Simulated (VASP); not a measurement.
# Al (P6_3/mmc) in VASP: notebook, part 2 of 2

VASP 6.6.1.

## (3) Single point, LDA

This run uses another cell than the first one, of 15.60 Å³/atom.

INCAR reads:

```
PREC     = Accurate       # precision mode
ENCUT    = 520            # plane-wave cutoff, eV
EDIFF    = 1E-6           # SCF threshold, eV
ISMEAR   = 0              # smearing method
SIGMA    = 0.15           # smearing width, eV
LREAL    = False          # projectors in reciprocal space
LASPH    = True           # aspherical terms in the spheres
NELM     = 100            # most SCF steps
ALGO     = Normal         # electronic algorithm
ISIF     = 2              # what is computed and relaxed
LWAVE    = False          # write WAVECAR
LCHARG   = False          # write CHGCAR
NBANDS   = 10             # bands
```

KPOINTS reads:

```
regular mesh
0
Gamma
  18 18 10
```

POSCAR reads:

```
Al
1.0
    2.8445000000      0.0000000000      0.0000000000
   -1.4222500000      2.4634092611      0.0000000000
    0.0000000000      0.0000000000      4.4519000000
Al
2
Direct
    0.6666666667      0.3333333333      0.7500000000
    0.3333333333      0.6666666667      0.2500000000
```

Potentials or basis: VASP PAW LDA potentials, release 64 (Al).

Command:

```console
$ cat potpaw_LDA.64/Al/POTCAR > POTCAR
$ mpirun -np 1 vasp_std > vasp.out
```

Run time: 58 s. Hardware: 1 thread of Intel Xeon 8259CL, shared host; peak memory 0.17 GiB.

It converged, with:

| Property | Result |
| --- | --- |
| Free energy | -8.3011 eV |
| Pressure | 2.1 GPa |
| Band gap on the k mesh | zero (bands 3 and 4 overlap by 8.27 eV) |

Stress tensor (GPa, compression positive):
```
0.78 0.00 0.00
0.00 0.78 0.00
0.00 0.00 4.70
```

Levels at points of the mesh, in eV from the Fermi level:
```tsv
k point	band 1	band 2	band 3	band 4	band 5	band 6	band 7
(0.00, 0.00, 0.00)	-11.49	-4.52	-3.93	10.21	10.21	10.70	10.70
(0.50, 0.00, 0.00)	-5.67	-5.44	0.65	1.57	1.62	2.16	5.28
(0.00, 0.00, 0.50)	-9.65	-9.65	4.38	4.38	11.56	11.56	11.56
(0.50, 0.00, 0.50)	-4.13	-4.13	-3.37	-3.37	6.85	6.85	7.73
```

## (4) Single point, LDA

This run uses another cell than the first one, of the same volume but with other edges.

INCAR reads:

```
ALGO = Normal ; EDIFF = 1E-6
ENCUT = 520 ; GGA = CA
ISIF = 2 ; ISMEAR = 0
LASPH = T ; LCHARG = T
LELF = T ; LREAL = F
LVHAR = T ; LWAVE = F
NBANDS = 10 ; NELM = 60
PREC = Accurate ; SIGMA = 0.15
```

KPOINTS reads:

```
k-points
0
Gamma
  18 18 10
```

POSCAR reads:

```
Al
1.0
    2.8024648109      0.0000000000      0.0000000000
   -1.4012324054      2.4270057195      0.0000000000
    0.0000000000      0.0000000000      4.5691000000
Al
2
Direct
    0.6666666667      0.3333333333      0.7500000000
    0.3333333333      0.6666666667      0.2500000000
```

Potentials or basis: VASP PAW LDA potentials, release 64 (Al).

Command:

```console
$ cat potpaw_LDA.64/Al/POTCAR > POTCAR
$ mpirun -np 1 vasp_std > vasp.out
```

OUTCAR:

```text
EDIFF = 1E-6
   ENCUT = 520
   GGA = CA
   ISIF = 2
   ISMEAR = 0
   LASPH = T
   LREAL = F
   NELM = 60
   PREC = Accurate

 ion  position               nearest neighbor table
   1  0.667  0.333  0.750-   2 2.80   2 2.80   2 2.80   2 2.80   2 2.80   2 2.80
   2  0.333  0.667  0.250-   1 2.80   1 2.80   1 2.80   1 2.80   1 2.80   1 2.80

  LATTYP: Found a hexagonal cell.
 ALAT       =     2.8024648109
 C/A-ratio  =     1.6303862165

  Lattice vectors:

[... 491 lines left out ...]
      3       8.3891      1.33126
      4       8.9215      0.00000
      5      10.7660      0.00000
      6      11.1064      0.00000
      7      12.4369      0.00000
      8      17.6091      0.00000
      9      17.9927      0.00000
     10      19.1427      0.00000

 [... further k-points ...]
[... 5 lines left out ...]
  --------------------------------------------------------------------------------------
  -------------------------------------------------------------------------------------
  Total        0.4317444      0.4317444      0.4475759      0.0000000      0.0000000      0.0000000
  in kB       22.2584892     22.2584892     23.0746755      0.0000000      0.0000000      0.0000000
  external PRESSURE =      22.5305513 kB  Pullay stress =       0.0000000 kB

 VOLUME and BASIS-vectors are now :
 -----------------------------------------------------------------------------
  energy-cutoff  :      520.00
  volume of cell :       31.08
      direct lattice vectors                 reciprocal lattice vectors
     2.802464811  0.000000000  0.000000000     0.356828745  0.206015172  0.000000000
    -1.401232405  2.427005719  0.000000000     0.000000000  0.412030343  0.000000000
     0.000000000  0.000000000  4.569100000     0.000000000  0.000000000  0.218861483

 POSITION                                       TOTAL-FORCE (eV/Angst)
 -----------------------------------------------------------------------------------
      1.40123      0.80900      3.42683        -0.000000      0.000000      0.000000
     -0.00000      1.61800      1.14227         0.000000     -0.000000      0.000000
 -----------------------------------------------------------------------------------
    total drift:                                0.000000     -0.000000      0.000000

  FREE ENERGIE OF THE ION-ELECTRON SYSTEM (eV)
  ---------------------------------------------------
  free  energy   TOTEN  =        -8.3101483299 eV

  energy  without entropy=       -8.2991873183  energy(sigma->0) =       -8.30466782
```

OSZICAR:

```text
N       E                     dE             d eps       ncg     rms          rms(c)
DAV:   1    -0.537025819462E+00   -0.53703E+00   -0.23106E+03  4440   0.474E+02
DAV:   2    -0.821112180837E+01   -0.76741E+01   -0.73870E+01  5862   0.558E+01
DAV:   3    -0.837357540480E+01   -0.16245E+00   -0.16117E+00  5868   0.649E+00
DAV:   4    -0.837411768922E+01   -0.54228E-03   -0.54223E-03  5340   0.431E-01
DAV:   5    -0.837412026394E+01   -0.25747E-05   -0.25747E-05  5420   0.299E-02    0.206E+00
DAV:   6    -0.833516551704E+01    0.38955E-01   -0.48239E-03  4940   0.316E-01    0.115E+00
DAV:   7    -0.831035349564E+01    0.24812E-01   -0.11124E-02  4690   0.470E-01    0.198E-01
DAV:   8    -0.831014879737E+01    0.20470E-03   -0.15384E-04  6152   0.673E-02    0.136E-02
DAV:   9    -0.831014832991E+01    0.46746E-06   -0.59704E-07  4702   0.471E-03
   1 F= -.83101483E+01 E0= -.83046678E+01  d E =-.109610E-01
```

Wall time 58 s (1 thread of Intel Xeon 8259CL, shared host); peak memory 0.17 GiB.

Results:

```yaml
Free_energy: -8.3101 eV
Pressure: 2.3 GPa
Band_gap_on_the_k_mesh: zero (bands 3 and 4 overlap by 7.55 eV)
```

Stress tensor (GPa, compression positive):
```
2.23 0.00 0.00
0.00 2.23 0.00
0.00 0.00 2.31
```

## (5) The runs side by side

```tsv
cell	gap on the mesh (eV)	pressure (GPa)
a = 2.852, b = 2.852, c = 4.405 Å, angles 90.0, 90.0, 120.0°, 2 atoms	none	2.7
a = 2.845, b = 2.845, c = 4.452 Å, angles 90.0, 90.0, 120.0°, 2 atoms	none	2.1
a = 2.802, b = 2.802, c = 4.569 Å, angles 90.0, 90.0, 120.0°, 2 atoms	none	2.3
```

Alike in all rows: task single point; level LDA; potentials or basis VASP PAW LDA potentials, release 64 (Al); no spin polarisation; k mesh 18 × 18 × 10; cutoff (eV) 520; smearing gaussian 0.15 eV.

Absolute energies hang on the potentials; compare differences alone.
